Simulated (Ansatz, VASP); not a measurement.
## Two plane-wave programs on Cd

```xyz
2
Lattice="0.0000 3.3397 3.3397 3.3397 0.0000 3.3397 3.3397 3.3397 0.0000" Properties=species:S:1:pos:R:3 pbc="T T T"
Cd    0.0000    0.0000    0.0000
Cd    1.6699    1.6699    1.6699
```

Alike in both runs: functional PBE; k mesh 14 × 14 × 14; occupations gaussian, width 0.1 eV; no spin polarisation.

Ansatz relaxed the structure, and its values are those at the end. VASP's run is a single point on that final structure, the one shown.

```csv
,VASP,Ansatz
version,VASP 6.6.1,Ansatz 0.2.0
potentials or method,"VASP PAW PBE potentials, release 64 (Cd), cutoff 520 eV","scalar-relativistic, plane waves, PAW"
valence electrons in the cell,24,40
```

```csv
,VASP,Ansatz,Ansatz less VASP
gap on the k mesh at the Fermi level (eV),none,none,-
pressure (GPa),0.2,0.0,-0.15
```

A gap of «none» marks a metal or a gap that the smearing closes. VASP's potentials hold 24 valence electrons a cell and Ansatz's 40, so a difference there can come from the potentials and not from the codes.
